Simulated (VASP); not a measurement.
# TiO (Pm-3m) in VASP: a series of runs

The runs below take TiO through single point, with r2SCAN.

Program: VASP 6.6.1. These are calculated values, not measurements. Logs are shortened: lines on timing, memory, paths and dates and some standing lists are left out, and cuts for length are marked.

## 1. The cell of the first run

The structure is cubic, space group Pm-3m (No. 221). The conventional cell has a = 3.886 Å, b = 3.886 Å, c = 3.886 Å, α = 90.00°, β = 90.00°, γ = 90.00°. Ti (site symmetry 4/mmm) has 4 O at 1.94 Å within 2.6 Å. O (site symmetry 4/mmm) has 4 Ti at 1.94 Å within 2.6 Å.

## 2. Single point, r2SCAN

POSCAR reads:

```
TiO
1.0
    3.8862927068      0.0000000000      0.0000000000
    0.0000000000      3.8862927068      0.0000000000
    0.0000000000      0.0000000000      3.8862927068
Ti O
3 3
Direct
    0.5000000000      0.5000000000      0.0000000000
    0.0000000000      0.5000000000      0.5000000000
    0.5000000000      0.0000000000      0.5000000000
    0.0000000000      0.5000000000      0.0000000000
    0.5000000000      0.0000000000      0.0000000000
    0.0000000000      0.0000000000      0.5000000000
```

INCAR.step1 reads:

```
  PREC = Accurate
  ENCUT = 520
  ISMEAR = 0
  SIGMA = 0.1
  LREAL = False
  LASPH = True
  NELM = 100
  NBANDS = 36
  GGA = PE
  ALGO = Normal
  EDIFF = 1E-4
  LWAVE = True
  LCHARG = False
```

INCAR.step2 reads:

```
  PREC = Accurate
  ENCUT = 520
  EDIFF = 1E-6
  ISMEAR = 0
  SIGMA = 0.1
  LREAL = False
  LASPH = True
  NELM = 100
  ALGO = Normal
  ISIF = 2
  LWAVE = False
  LCHARG = False
  METAGGA = R2SCAN
  LMIXTAU = True
  NBANDS = 36
  ISTART = 1
```

KPOINTS reads:

```
regular mesh
0
Gamma
  10 10 10
```

Potentials or basis: VASP PAW PBE potentials, release 64 (Ti_sv, O).

Command:

```bash
cat potpaw_PBE.64/Ti_sv/POTCAR potpaw_PBE.64/O/POTCAR > POTCAR
cp INCAR.step1 INCAR
mpirun -np 1 vasp_std > vasp.out
cp INCAR.step2 INCAR
mpirun -np 1 vasp_std > vasp.out
```

OUTCAR:

```text
PREC = Accurate
   ENCUT = 520
   EDIFF = 1E-6
   ISMEAR = 0
   LREAL = False
   LASPH = True
   NELM = 100
   ISIF = 2
   METAGGA = R2SCAN
   ISTART = 1

 ion  position               nearest neighbor table
   1  0.500  0.500  0.000-   4 1.94   5 1.94   5 1.94   4 1.94   2 2.75   3 2.75   3 2.75   2 2.75
                             3 2.75   2 2.75   3 2.75   2 2.75
   2  0.000  0.500  0.500-   4 1.94   6 1.94   4 1.94   6 1.94   1 2.75   1 2.75   3 2.75   3 2.75
                             1 2.75   3 2.75   1 2.75   3 2.75
   3  0.500  0.000  0.500-   5 1.94   6 1.94   5 1.94   6 1.94   1 2.75   1 2.75   1 2.75   2 2.75
                             1 2.75   2 2.75   2 2.75   2 2.75
   4  0.000  0.500  0.000-   1 1.94   2 1.94   2 1.94   1 1.94
   5  0.500  0.000  0.000-   1 1.94   3 1.94   3 1.94   1 1.94
   6  0.000  0.000  0.500-   2 1.94   3 1.94   2 1.94   3 1.94

  LATTYP: Found a simple cubic cell.
 ALAT       =     3.8862927068

  Lattice vectors:

 A1 = (   3.8862927068,   0.0000000000,   0.0000000000)
 A2 = (   0.0000000000,   3.8862927068,   0.0000000000)
 A3 = (   0.0000000000,   0.0000000000,   3.8862927068)

Analysis of symmetry for initial positions (statically):
=====================================================================
 Subroutine PRICEL returns:
 Original cell was already a primitive cell.

 Routine SETGRP: Setting up the symmetry group for a
 simple cubic supercell.

 Subroutine GETGRP returns: Found 48 space group operations
 (whereof 48 operations were pure point group operations)
 out of a pool of 48 trial point group operations.

The static configuration has the point symmetry O_h .

Analysis of symmetry for dynamics (positions and initial velocities):
=====================================================================
 Subroutine PRICEL returns:
 Original cell was already a primitive cell.

 Routine SETGRP: Setting up the symmetry group for a
 simple cubic supercell.

 Subroutine GETGRP returns: Found 48 space group operations
 (whereof 48 operations were pure point group operations)
 out of a pool of 48 trial point group operations.

The dynamic configuration has the point symmetry O_h .

 Subroutine INISYM returns: Found 48 space group operations
 (whereof 48 operations are pure point group operations),
 and found     1 'primitive' translations

----------------------------------------------------------------------------------------

                                     Primitive cell

  volume of cell :      58.6957

[... 95 lines left out ...]
   NELM   =    100;   NELMIN=  2; NELMDL=  0     # of ELM steps
   EDIFF  = 0.1E-05   stopping-criterion for ELM
   LREAL  =      F    real-space projection
   EDIFFG = 0.1E-04   stopping-criterion for IOM
   NSW    =      0    number of steps for IOM
   IBRION =     -1    ionic relax: 0-MD 1-quasi-New 2-CG
   NFREE  =      0    steps in history (QN), initial steepest desc. (CG)
   ISIF   =      2    stress and relaxation
   ISYM   =      2    0-nonsym 1-usesym 2-fastsym
   POTIM  = 0.5000    time-step for ionic-motion
   TEBEG  =    0.0;   TEEND  =   0.0 temperature during run
   PSTRESS=    0.0 pullay stress
   NELECT =      54.0000    total number of electrons
   NUPDOWN=      -1.0000    fix difference up-down
   EMIN   =  10.00;   EMAX   =-10.00  energy-range for DOS
   EFERMI =   0.00;   METHOD = LEGACY
   ISMEAR =     0;   SIGMA  =   0.10  broadening in eV -4-tet -1-fermi 0-gaus
   EFERMI_NEDOS =   21; number of points for ismear=-14 and -15
   IALGO  =     38    algorithm
   IMIX   =      4    mixing-type and parameters
     AMIX     =   0.40;   BMIX     =  1.00
     AMIX_MAG =   1.60;   BMIX_MAG =  1.00
  volume/ion in A,a.u.               =       9.78        66.02
  Fermi-wavevector in a.u.,A,eV,Ry     =   1.592223  3.008865 34.493140  2.535174
  Thomas-Fermi vector in A             =   2.690642
   LORBIT       =      0    0 simple, 1 ext, 2 COOP (PROOUT), +10 PAW based schemes
   METAGGA = R2SCAN    functional components
   LHFCALC =     F    Hartree Fock is set to
   AEXX    =    0.0000 exact exchange contribution
   IVDW    =     0    specifies the selected vdW correction
   LEPSILON=     F    determine dielectric tensor
   LRPA    =     F    only Hartree local field effects (RPA)
 non-spin polarized calculation
 Gauss-broadening in eV      SIGMA  =   0.10
  energy-cutoff  :      520.00
  volume of cell :       58.70
 maximum number of plane-waves:      1600
 NGX is ok and might be reduce to    30
   NGX = 15   NGY = 15   NGZ = 15

 number of electron      54.0000014 magnetization

 Free energy of the ion-electron system (eV)
  ---------------------------------------------------
  ext. energy  EPLUGINS =         0.00000000
  ---------------------------------------------------
  free energy    TOTEN  =       -71.86875818 eV

  energy without entropy =      -71.84654989  energy(sigma->0) =      -71.85765403

 E-fermi :   9.9714     XC(G=0): -13.4864

 val. band max:        9.9671493510   @ k =   0.4000   0.3000   0.2000
 cond. band min:       9.9721109108   @ k =   0.5000   0.3000   0.2000
 fundamental gap:      0.0049615598
 Fermi energy:         9.9714164553

 k-point     1 :       0.0000    0.0000    0.0000
  band No.  band energies     occupation
      1     -49.4016      2.00000
      2     -49.1354      2.00000
      3     -49.1354      2.00000
      4     -25.0140      2.00000
      5     -25.0140      2.00000
      6     -25.0140      2.00000
[... 925 lines left out ...]
     35      13.7032      0.00000
     36      13.9295      0.00000

 [... further k-points ...]
[... 5 lines left out ...]
  --------------------------------------------------------------------------------------
  -------------------------------------------------------------------------------------
  Total       14.4006184     14.4006184     14.4006184     -0.0000000     -0.0000000      0.0000000
  in kB      393.0838503    393.0838503    393.0838503     -0.0000000     -0.0000000      0.0000000
  external PRESSURE =     393.0838503 kB  Pullay stress =       0.0000000 kB

 VOLUME and BASIS-vectors are now :
 -----------------------------------------------------------------------------
  energy-cutoff  :      520.00
  volume of cell :       58.70
      direct lattice vectors                 reciprocal lattice vectors
     3.886292707  0.000000000  0.000000000     0.257314638  0.000000000  0.000000000
     0.000000000  3.886292707  0.000000000     0.000000000  0.257314638  0.000000000
     0.000000000  0.000000000  3.886292707     0.000000000  0.000000000  0.257314638

 POSITION                                       TOTAL-FORCE (eV/Angst)
 -----------------------------------------------------------------------------------
      1.94315      1.94315      0.00000         0.000000      0.000000      0.000000
      0.00000      1.94315      1.94315         0.000000      0.000000      0.000000
      1.94315      0.00000      1.94315         0.000000      0.000000      0.000000
      0.00000      1.94315      0.00000         0.000000      0.000000      0.000000
      1.94315      0.00000      0.00000         0.000000      0.000000      0.000000
      0.00000      0.00000      1.94315         0.000000      0.000000      0.000000
 -----------------------------------------------------------------------------------
    total drift:                                0.000000      0.000000     -0.000000

  FREE ENERGIE OF THE ION-ELECTRON SYSTEM (eV)
  ---------------------------------------------------
  free  energy   TOTEN  =       -71.8687581770 eV

  energy  without entropy=      -71.8465498897  energy(sigma->0) =      -71.85765403
```

OUTCAR.step1:

```text
PREC = Accurate
   ENCUT = 520
   ISMEAR = 0
   LREAL = False
   LASPH = True
[... 1175 lines left out ...]
      1.94315      0.00000      1.94315         0.000000      0.000000      0.000000
      0.00000      1.94315      0.00000         0.000000      0.000000      0.000000
      1.94315      0.00000      0.00000         0.000000      0.000000      0.000000
      0.00000      0.00000      1.94315         0.000000      0.000000      0.000000
 -----------------------------------------------------------------------------------
    total drift:                                0.000000      0.000000     -0.000000

  FREE ENERGIE OF THE ION-ELECTRON SYSTEM (eV)
  ---------------------------------------------------
  free  energy   TOTEN  =       -52.0845128556 eV

  energy  without entropy=      -52.0621997484  energy(sigma->0) =      -52.07335630
```

OSZICAR.step1:

```text
N       E                     dE             d eps       ncg     rms          rms(c)
DAV:   1     0.800204694394E+03    0.80020E+03   -0.27476E+04  4120   0.193E+03
DAV:   2     0.671222513449E+02   -0.73308E+03   -0.70547E+03  4088   0.578E+02
DAV:   3    -0.533154245108E+02   -0.12044E+03   -0.11782E+03  6064   0.210E+02
DAV:   4    -0.615397772240E+02   -0.82244E+01   -0.81476E+01  5800   0.536E+01
DAV:   5    -0.619501715436E+02   -0.41039E+00   -0.41018E+00  5724   0.102E+01    0.319E+01
DAV:   6    -0.519427012118E+02    0.10007E+02   -0.54150E+01  5672   0.637E+01    0.112E+01
DAV:   7    -0.520328184202E+02   -0.90117E-01   -0.53879E+00  5332   0.145E+01    0.797E+00
DAV:   8    -0.520817910727E+02   -0.48973E-01   -0.57828E-01  5172   0.522E+00    0.991E-01
DAV:   9    -0.520795753317E+02    0.22157E-02   -0.12768E-01  5400   0.197E+00    0.104E+00
DAV:  10    -0.520845510630E+02   -0.49757E-02   -0.22243E-02  5172   0.134E+00    0.191E-01
DAV:  11    -0.520845484928E+02    0.25702E-05   -0.27811E-03  5944   0.493E-01    0.111E-01
DAV:  12    -0.520845128556E+02    0.35637E-04   -0.48101E-04  4196   0.177E-01
   1 F= -.52084513E+02 E0= -.52073356E+02  d E =-.223131E-01
```

Run time: 3.7 min. Hardware: 1 thread of Intel Xeon 6975P-C (Granite Rapids), shared host; peak memory 0.23 GiB.

Results:

```
Free energy            : -71.8688 eV
Pressure               : 39.3 GPa
Band gap on the k mesh : zero (bands 27 and 28 overlap by 2.37 eV)
```

Levels at points of the mesh, in eV from the Fermi level:
```csv
k point,band 24,band 25,band 26,band 27,band 28,band 29,band 30,band 31
"(0.00, 0.00, 0.00)",-3.70,-3.70,-1.88,-1.88,-1.88,1.74,1.74,1.74
"(0.50, 0.00, 0.00)",-4.44,-3.26,-1.41,0.49,0.49,1.01,1.61,1.96
"(0.50, 0.50, 0.00)",-3.19,-1.65,-0.89,-0.02,-0.02,2.31,2.44,2.44
"(0.50, 0.50, 0.50)",-3.68,-0.84,-0.84,-0.84,0.76,3.30,3.30,3.30
```

Caveat: the cell stands under pressure; the PAW data sets were made with another functional, which shifts forces and pressure a little; semilocal functionals often make such compounds metallic where correlation or magnetic order opens a gap, which also shifts bond lengths.

## 3. Single point, r2SCAN, collinear spin, zero start

This run uses another cell than the first one, of 11.38 Å³/atom.

Edit POSCAR of step 2 so:

```diff
@@ -2,5 +2,5 @@
 1.0
-    3.8862927068      0.0000000000      0.0000000000
-    0.0000000000      3.8862927068      0.0000000000
-    0.0000000000      0.0000000000      3.8862927068
+    4.0866680000      0.0000000000      0.0000000000
+    0.0000000000      4.0866680000      0.0000000000
+    0.0000000000      0.0000000000      4.0866680000
 Ti O
```

INCAR.step1 reads:

```
SYSTEM = TiO
PREC = Accurate
ENCUT = 520
ISMEAR = 0
SIGMA = 0.1
LREAL = .FALSE.
LASPH = .TRUE.
NELM = 150
ISPIN = 2
MAGMOM = 0 0 0 0 0 0
NUPDOWN = 0.0
LMAXMIX = 4
NBANDS = 40
GGA = PE
ALGO = Normal
EDIFF = 1E-4
LWAVE = .TRUE.
LCHARG = .FALSE.
```

INCAR.step2 reads:

```
SYSTEM = TiO
PREC = Accurate
ENCUT = 520
EDIFF = 1E-6
ISMEAR = 0
SIGMA = 0.1
LREAL = .FALSE.
LASPH = .TRUE.
NELM = 150
ALGO = Normal
ISIF = 2
LWAVE = .FALSE.
LCHARG = .FALSE.
ISPIN = 2
MAGMOM = 0 0 0 0 0 0
LORBIT = 11
NUPDOWN = 0.0
LMAXMIX = 4
METAGGA = R2SCAN
LMIXTAU = .TRUE.
NBANDS = 40
ISTART = 1
```

KPOINTS reads:

```
regular mesh
0
G
  10 10 10
  0 0 0
```

Potentials or basis: VASP PAW PBE potentials, release 64 (Ti_sv, O).

Command:

```bash
cat potpaw_PBE.64/Ti_sv/POTCAR potpaw_PBE.64/O/POTCAR > POTCAR
cp INCAR.step1 INCAR
mpirun -np 1 vasp_std > vasp.out
cp INCAR.step2 INCAR
mpirun -np 1 vasp_std > vasp.out
```

Run time: 8.4 min. Hardware: 1 thread of Intel Xeon 6975P-C (Granite Rapids), shared host; peak memory 0.34 GiB.

It converged, with:

```yaml
Free_energy: -72.7899 eV
Pressure: -3.7 GPa
Net_moment: 0.00 μB per cell
Valence_electrons_inside_the_program's_atomic_spheres: Ti 10.26; O 5.09
```

Caveat: the cell stands under tension; the PAW data sets were made with another functional, which shifts forces and pressure a little; the total moment is fixed, so each spin has its own Fermi level.

## 4. Single point, r2SCAN

This run uses another cell than the first one, of 11.12 Å³/atom.

Edit POSCAR of step 3 so:

```diff
@@ -2,5 +2,5 @@
 1.0
-    4.0866680000      0.0000000000      0.0000000000
-    0.0000000000      4.0866680000      0.0000000000
-    0.0000000000      0.0000000000      4.0866680000
+    4.0559867858      0.0000000000      0.0000000000
+    0.0000000000      4.0559867858      0.0000000000
+    0.0000000000      0.0000000000      4.0559867858
 Ti O
```

INCAR.step1 reads:

```
PREC = Accurate
ENCUT = 520
ISMEAR = 0
SIGMA = 0.1
LREAL = False
LASPH = True
NELM = 80
NBANDS = 36
GGA = PE
ALGO = Normal
EDIFF = 1E-4
LWAVE = True
LCHARG = False
```

INCAR.step2 reads:

```
PREC = Accurate
ENCUT = 520
EDIFF = 1E-6
ISMEAR = 0
SIGMA = 0.1
LREAL = False
LASPH = True
NELM = 80
ALGO = Normal
ISIF = 2
LWAVE = False
LCHARG = True
METAGGA = R2SCAN
LMIXTAU = True
LELF = True
LVHAR = True
NBANDS = 36
ISTART = 1
```

KPOINTS reads:

```
Automatic mesh
0
Gamma
  10 10 10
```

Potentials or basis: VASP PAW PBE potentials, release 64 (Ti_sv, O).

Command:

```bash
cat potpaw_PBE.64/Ti_sv/POTCAR potpaw_PBE.64/O/POTCAR > POTCAR
cp INCAR.step1 INCAR
mpirun -np 1 vasp_std > vasp.out
cp INCAR.step2 INCAR
mpirun -np 1 vasp_std > vasp.out
```

OUTCAR:

```text
PREC = Accurate
   ENCUT = 520
   EDIFF = 1E-6
   ISMEAR = 0
   LREAL = False
   LASPH = True
   NELM = 80
   ISIF = 2
   METAGGA = R2SCAN
   ISTART = 1

 ion  position               nearest neighbor table
   1  0.500  0.500  0.000-   4 2.03   5 2.03   5 2.03   4 2.03   2 2.87   3 2.87   3 2.87   2 2.87
                             3 2.87   2 2.87   3 2.87   2 2.87
   2  0.000  0.500  0.500-   4 2.03   6 2.03   4 2.03   6 2.03   1 2.87   1 2.87   3 2.87   3 2.87
                             1 2.87   3 2.87   1 2.87   3 2.87
   3  0.500  0.000  0.500-   5 2.03   6 2.03   5 2.03   6 2.03   1 2.87   1 2.87   1 2.87   2 2.87
                             1 2.87   2 2.87   2 2.87   2 2.87
[... 1146 lines left out ...]
  Total        0.8574665      0.8574665      0.8574665      0.0000000      0.0000000     -0.0000000
  in kB       20.5891384     20.5891384     20.5891384      0.0000000      0.0000000     -0.0000000
  external PRESSURE =      20.5891384 kB  Pullay stress =       0.0000000 kB

 VOLUME and BASIS-vectors are now :
 -----------------------------------------------------------------------------
  energy-cutoff  :      520.00
  volume of cell :       66.73
      direct lattice vectors                 reciprocal lattice vectors
     4.055986786  0.000000000  0.000000000     0.246549127  0.000000000  0.000000000
     0.000000000  4.055986786  0.000000000     0.000000000  0.246549127  0.000000000
     0.000000000  0.000000000  4.055986786     0.000000000  0.000000000  0.246549127

 POSITION                                       TOTAL-FORCE (eV/Angst)
 -----------------------------------------------------------------------------------
      2.02799      2.02799      0.00000         0.000000      0.000000      0.000000
      0.00000      2.02799      2.02799         0.000000      0.000000      0.000000
      2.02799      0.00000      2.02799         0.000000      0.000000      0.000000
      0.00000      2.02799      0.00000         0.000000      0.000000      0.000000
      2.02799      0.00000      0.00000         0.000000      0.000000      0.000000
      0.00000      0.00000      2.02799         0.000000      0.000000      0.000000
 -----------------------------------------------------------------------------------
    total drift:                               -0.000000      0.000000     -0.000000

  FREE ENERGIE OF THE ION-ELECTRON SYSTEM (eV)
  ---------------------------------------------------
  free  energy   TOTEN  =       -72.7996004574 eV

  energy  without entropy=      -72.7741579377  energy(sigma->0) =      -72.78687920
```

OSZICAR.step1:

```text
N       E                     dE             d eps       ncg     rms          rms(c)
DAV:   1     0.787958215987E+03    0.78796E+03   -0.27670E+04  4120   0.187E+03
DAV:   2     0.656214216067E+02   -0.72234E+03   -0.69593E+03  4068   0.564E+02
DAV:   3    -0.548699156578E+02   -0.12049E+03   -0.11795E+03  6228   0.206E+02
DAV:   4    -0.634690440438E+02   -0.85991E+01   -0.85655E+01  5952   0.535E+01
DAV:   5    -0.638717774561E+02   -0.40273E+00   -0.40245E+00  5840   0.975E+00    0.268E+01
DAV:   6    -0.532608862201E+02    0.10611E+02   -0.62430E+01  5788   0.620E+01    0.919E+00
DAV:   7    -0.531354596212E+02    0.12543E+00   -0.62374E+00  5372   0.153E+01    0.606E+00
DAV:   8    -0.531290707983E+02    0.63888E-02   -0.62464E-01  5264   0.564E+00    0.116E+00
DAV:   9    -0.531320372184E+02   -0.29664E-02   -0.10132E-01  5688   0.216E+00    0.107E+00
DAV:  10    -0.531374277491E+02   -0.53905E-02   -0.13172E-02  4932   0.963E-01    0.125E-01
DAV:  11    -0.531373899072E+02    0.37842E-04   -0.28556E-03  5964   0.379E-01    0.100E-01
DAV:  12    -0.531373652559E+02    0.24651E-04   -0.45380E-04  4228   0.156E-01
   1 F= -.53137365E+02 E0= -.53124304E+02  d E =-.261222E-01
```

Wall time 14 min (1 thread of Intel Xeon 8259CL, shared host); peak memory 0.24 GiB.

Results:

```
Free energy            : -72.7996 eV
Pressure               : 2.1 GPa
Band gap on the k mesh : zero (bands 27 and 28 overlap by 1.94 eV)
```

Caveat: the PAW data sets were made with another functional, which shifts forces and pressure a little; semilocal functionals often make such compounds metallic where correlation or magnetic order opens a gap, which also shifts bond lengths.

(Continued in part 2 of 2.)
